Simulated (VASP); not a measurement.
# Tl (P6_3/mmc) in VASP: further runs

Runs on Tl. Level: r2SCAN. Tasks: single point.

All numbers are computed with VASP 6.6.1; they aren't measurements. Logs are shortened: lines on timing, memory, paths and dates and some standing lists are left out, and cuts for length are marked.

### Step 1. The cell of the first run

Symmetry: P6_3/mmc, No. 194, hexagonal system. The conventional cell has a = 3.598 Å, b = 3.598 Å, c = 5.395 Å, α = 90.00°, β = 90.00°, γ = 120.00°. Within 4.5 Å of Tl (site symmetry -6m2) lie 12 Tl at 3.40 to 3.60 Å.

### Step 2. Single point, r2SCAN

File POSCAR:

```
Tl
1.0
    3.5983217322      0.0000000000      0.0000000000
   -1.7991608661      3.1162380311      0.0000000000
    0.0000000000      0.0000000000      5.3945773826
Tl
2
Direct
    0.3333333333      0.6666666667      0.7500000000
    0.6666666667      0.3333333333      0.2500000000
```

File INCAR.step1:

```
SYSTEM = Tl
PREC     = Accurate       ! precision mode
ENCUT    = 520            ! plane-wave cutoff, eV
ISMEAR   = 0              ! smearing method
SIGMA    = 0.05           ! smearing width, eV
LREAL    = .FALSE.        ! projectors in reciprocal space
LASPH    = .TRUE.         ! aspherical terms in the spheres
NELM     = 60             ! most SCF steps
NBANDS   = 20             ! bands
GGA      = PE             ! functional
ALGO     = Normal         ! electronic algorithm
EDIFF    = 1E-4           ! SCF threshold, eV
LWAVE    = .TRUE.         ! write WAVECAR
LCHARG   = .FALSE.        ! write CHGCAR
```

File INCAR.step2:

```
SYSTEM = Tl
PREC     = Accurate       ! precision mode
ENCUT    = 520            ! plane-wave cutoff, eV
EDIFF    = 1E-6           ! SCF threshold, eV
ISMEAR   = 0              ! smearing method
SIGMA    = 0.05           ! smearing width, eV
LREAL    = .FALSE.        ! projectors in reciprocal space
LASPH    = .TRUE.         ! aspherical terms in the spheres
NELM     = 60             ! most SCF steps
ALGO     = Normal         ! electronic algorithm
ISIF     = 2              ! what is computed and relaxed
LWAVE    = .FALSE.        ! write WAVECAR
LCHARG   = .TRUE.         ! write CHGCAR
METAGGA  = R2SCAN         ! meta-GGA
LMIXTAU  = .TRUE.       
LELF     = .TRUE.         ! ELF
LVHAR    = .TRUE.       
NBANDS   = 20             ! bands
ISTART   = 1
```

File KPOINTS:

```
regular mesh
0
G
  14 14 8
  0 0 0
```

Potentials or basis: VASP PAW PBE potentials, release 64 (Tl_d).

Launch:

```
cat potpaw_PBE.64/Tl_d/POTCAR > POTCAR
cp INCAR.step1 INCAR
mpirun -np 1 vasp_std > vasp.out
cp INCAR.step2 INCAR
mpirun -np 1 vasp_std > vasp.out
```

OUTCAR:

```text
SYSTEM = Tl
   PREC = Accurate
   ENCUT = 520
   EDIFF = 1E-6
   ISMEAR = 0
   LREAL = .FALSE.
   LASPH = .TRUE.
   NELM = 60
   ISIF = 2
   METAGGA = R2SCAN
   ISTART = 1

 ion  position               nearest neighbor table
   1  0.333  0.667  0.750-   2 3.40   2 3.40   2 3.40   2 3.40   2 3.40   2 3.40
   2  0.667  0.333  0.250-   1 3.40   1 3.40   1 3.40   1 3.40   1 3.40   1 3.40

  LATTYP: Found a hexagonal cell.
 ALAT       =     3.5983217322
 C/A-ratio  =     1.4991926192

  Lattice vectors:

 A1 = (   3.5983217322,   0.0000000000,   0.0000000000)
 A2 = (  -1.7991608661,   3.1162380311,   0.0000000000)
 A3 = (   0.0000000000,   0.0000000000,   5.3945773826)

Analysis of symmetry for initial positions (statically):
=====================================================================
 Subroutine PRICEL returns:
 Original cell was already a primitive cell.

 Routine SETGRP: Setting up the symmetry group for a
 hexagonal supercell.

 Subroutine GETGRP returns: Found 24 space group operations
 (whereof 12 operations were pure point group operations)
 out of a pool of 24 trial point group operations.

The static configuration has the point symmetry D_3d.
 The point group associated with its full space group is D_6h.

Analysis of symmetry for dynamics (positions and initial velocities):
=====================================================================
 Subroutine PRICEL returns:
 Original cell was already a primitive cell.

 Routine SETGRP: Setting up the symmetry group for a
 hexagonal supercell.

 Subroutine GETGRP returns: Found 24 space group operations
 (whereof 12 operations were pure point group operations)
 out of a pool of 24 trial point group operations.

The dynamic configuration has the point symmetry D_3d.
 The point group associated with its full space group is D_6h.

 Subroutine INISYM returns: Found 24 space group operations
 (whereof 12 operations are pure point group operations),
 and found     1 'primitive' translations

----------------------------------------------------------------------------------------

                                     Primitive cell

  volume of cell :      60.4906

  direct lattice vectors                    reciprocal lattice vectors
     3.598321732  0.000000000  0.000000000     0.277907334  0.160449874  0.000000000
    -1.799160866  3.116238031  0.000000000     0.000000000  0.320899748  0.000000000
     0.000000000  0.000000000  5.394577383     0.000000000  0.000000000  0.185371333

  length of vectors
[... 81 lines left out ...]
   NELM   =     60;   NELMIN=  2; NELMDL=  0     # of ELM steps
   EDIFF  = 0.1E-05   stopping-criterion for ELM
   LREAL  =      F    real-space projection
   EDIFFG = 0.1E-04   stopping-criterion for IOM
   NSW    =      0    number of steps for IOM
   IBRION =     -1    ionic relax: 0-MD 1-quasi-New 2-CG
   NFREE  =      0    steps in history (QN), initial steepest desc. (CG)
   ISIF   =      2    stress and relaxation
   ISYM   =      2    0-nonsym 1-usesym 2-fastsym
   POTIM  = 0.5000    time-step for ionic-motion
   TEBEG  =    0.0;   TEEND  =   0.0 temperature during run
   PSTRESS=    0.0 pullay stress
   NELECT =      26.0000    total number of electrons
   NUPDOWN=      -1.0000    fix difference up-down
   EMIN   =  10.00;   EMAX   =-10.00  energy-range for DOS
   EFERMI =   0.00;   METHOD = LEGACY
   ISMEAR =     0;   SIGMA  =   0.05  broadening in eV -4-tet -1-fermi 0-gaus
   EFERMI_NEDOS =   21; number of points for ismear=-14 and -15
   IALGO  =     38    algorithm
   IMIX   =      4    mixing-type and parameters
     AMIX     =   0.40;   BMIX     =  1.00
     AMIX_MAG =   1.60;   BMIX_MAG =  1.00
  volume/ion in A,a.u.               =      30.25       204.11
  Fermi-wavevector in a.u.,A,eV,Ry     =   1.235483  2.334723 20.768164  1.526417
  Thomas-Fermi vector in A             =   2.370130
   LORBIT       =      0    0 simple, 1 ext, 2 COOP (PROOUT), +10 PAW based schemes
   METAGGA = R2SCAN    functional components
   LHFCALC =     F    Hartree Fock is set to
   AEXX    =    0.0000 exact exchange contribution
   IVDW    =     0    specifies the selected vdW correction
   LEPSILON=     F    determine dielectric tensor
   LRPA    =     F    only Hartree local field effects (RPA)
 non-spin polarized calculation
 Gauss-broadening in eV      SIGMA  =   0.05
  energy-cutoff  :      520.00
  volume of cell :       60.49
 maximum number of plane-waves:      1652
 NGX is ok and might be reduce to    28
   NGX = 13   NGY = 13   NGZ = 21

 number of electron      26.0000006 magnetization

 Free energy of the ion-electron system (eV)
  ---------------------------------------------------
  ext. energy  EPLUGINS =         0.00000000
  ---------------------------------------------------
  free energy    TOTEN  =      -106.35037998 eV

  energy without entropy =     -106.34949570  energy(sigma->0) =     -106.34993784

 E-fermi :   6.0073     XC(G=0): -10.5074

 val. band max:        5.9840199267   @ k =   0.3571   0.2143   0.2500
 cond. band min:       6.0347836708   @ k =   0.2143   0.1429   0.2500
 fundamental gap:      0.0507637441
 Fermi energy:         6.0073036458

 k-point     1 :       0.0000    0.0000    0.0000
  band No.  band energies     occupation
      1      -6.2964      2.00000
      2      -6.0847      2.00000
      3      -6.0847      2.00000
      4      -6.0613      2.00000
      5      -6.0613      2.00000
      6      -6.0479      2.00000
[... 541 lines left out ...]
     19      13.1401      0.00000
     20      19.7515      0.00000

 [... further k-points ...]

------------------------ aborting loop because EDIFF is reached ----------------------------------------

  FORCE on cell =-STRESS in cart. coord.  units (eV):
  Direction    XX          YY          ZZ          XY          YZ          ZX
  --------------------------------------------------------------------------------------
  -------------------------------------------------------------------------------------
  Total       -0.0135463     -0.0135463     -0.0028982      0.0000000      0.0000000      0.0000000
  in kB       -0.3587936     -0.3587936     -0.0767630      0.0000000      0.0000000      0.0000000
  external PRESSURE =      -0.2647834 kB  Pullay stress =       0.0000000 kB

 VOLUME and BASIS-vectors are now :
 -----------------------------------------------------------------------------
  energy-cutoff  :      520.00
  volume of cell :       60.49
      direct lattice vectors                 reciprocal lattice vectors
     3.598321732  0.000000000  0.000000000     0.277907334  0.160449874  0.000000000
    -1.799160866  3.116238031  0.000000000     0.000000000  0.320899748  0.000000000
     0.000000000  0.000000000  5.394577383     0.000000000  0.000000000  0.185371333

 POSITION                                       TOTAL-FORCE (eV/Angst)
 -----------------------------------------------------------------------------------
     -0.00000      2.07749      4.04593         0.000000     -0.000000      0.000000
      1.79916      1.03875      1.34864        -0.000000      0.000000      0.000000
 -----------------------------------------------------------------------------------
    total drift:                               -0.000000      0.000000     -0.000000

  FREE ENERGIE OF THE ION-ELECTRON SYSTEM (eV)
  ---------------------------------------------------
  free  energy   TOTEN  =      -106.3503799753 eV

  energy  without entropy=     -106.3494957017  energy(sigma->0) =     -106.34993784
```

OUTCAR.step1:

```text
SYSTEM = Tl
   PREC = Accurate
   ENCUT = 520
   ISMEAR = 0
   LREAL = .FALSE.
   LASPH = .TRUE.
[... 777 lines left out ...]
     -0.00000      2.07749      4.04593         0.000000     -0.000000      0.000000
      1.79916      1.03875      1.34864        -0.000000      0.000000      0.000000
 -----------------------------------------------------------------------------------
    total drift:                               -0.000000      0.000000     -0.000000

  FREE ENERGIE OF THE ION-ELECTRON SYSTEM (eV)
  ---------------------------------------------------
  free  energy   TOTEN  =        -4.4384691847 eV

  energy  without entropy=       -4.4377228777  energy(sigma->0) =       -4.43809603
```

Wall time 4.2 min (1 thread of Intel Xeon Platinum 8488C (Sapphire Rapids), shared host); peak memory 0.26 GiB.

Results:

- Free energy: -106.3504 eV
- Pressure: 0.0 GPa
- Band gap on the k mesh: zero (band 13 reaches 10.18 eV, above the bottom of band 14 at 3.84 eV)

Caveat: the PAW data sets were made with another functional, which shifts forces and pressure a little; spin-orbit coupling is left out, which moves the levels of the heavy elements.

### Step 3. Single point, r2SCAN

This run uses another cell than the first one, of 30.53 Å³/atom, 1.010 times its volume.

File POSCAR:

```
Tl
1.0
    3.6097218943      0.0000000000      0.0000000000
   -1.8048609471      3.1261108611      0.0000000000
    0.0000000000      0.0000000000      5.4116684216
Tl
2
Direct
    0.3333333333      0.6666666667      0.7500000000
    0.6666666667      0.3333333333      0.2500000000
```

File INCAR.step1:

```
  PREC = Accurate
  ENCUT = 520
  ISMEAR = 0
  SIGMA = 0.05
  LREAL = F
  LASPH = T
  NELM = 60
  NBANDS = 20
  GGA = PE
  ALGO = Normal
  EDIFF = 1E-4
  LWAVE = T
  LCHARG = F
```

File INCAR.step2:

```
  PREC = Accurate
  ENCUT = 520
  EDIFF = 1E-6
  ISMEAR = 0
  SIGMA = 0.05
  LREAL = F
  LASPH = T
  NELM = 60
  ALGO = Normal
  ISIF = 2
  LWAVE = F
  LCHARG = T
  METAGGA = R2SCAN
  LMIXTAU = T
  LELF = T
  LVHAR = T
  NBANDS = 20
  ISTART = 1
```

File KPOINTS:

```
regular mesh
0
Gamma
  14 14 8
```

Potentials or basis: VASP PAW PBE potentials, release 64 (Tl_d).

Launch:

```
cat potpaw_PBE.64/Tl_d/POTCAR > POTCAR
cp INCAR.step1 INCAR
mpirun -np 1 vasp_std > vasp.out
cp INCAR.step2 INCAR
mpirun -np 1 vasp_std > vasp.out
```

Run time: 4.7 min. Hardware: 1 thread of Intel Xeon Platinum 8488C (Sapphire Rapids), shared host; peak memory 0.26 GiB.

Results (log left out):

* Free energy: -106.3500 eV
* Pressure: -0.3 GPa
* Band gap on the k mesh: zero (band 13 reaches 10.04 eV, above the bottom of band 14 at 3.78 eV)

Levels at points of the mesh, in eV from the Fermi level:
| k point | band 11 | band 12 | band 13 | band 14 | band 15 | band 16 |
| --- | --- | --- | --- | --- | --- | --- |
| (0.00, 0.00, 0.00) | -10.06 | -4.82 | -2.45 | 6.98 | 6.98 | 9.18 |
| (0.50, 0.00, 0.00) | -6.31 | -5.03 | -0.49 | 1.01 | 1.40 | 3.31 |
| (0.00, 0.00, 0.50) | -8.55 | -8.55 | 4.13 | 4.13 | 8.05 | 8.05 |
| (0.50, 0.00, 0.50) | -5.19 | -5.19 | -2.14 | -2.14 | 5.12 | 5.12 |

Caveat: the PAW data sets were made with another functional, which shifts forces and pressure a little; spin-orbit coupling is left out, which moves the levels of the heavy elements.

(Part 1 of 2 ends here.)
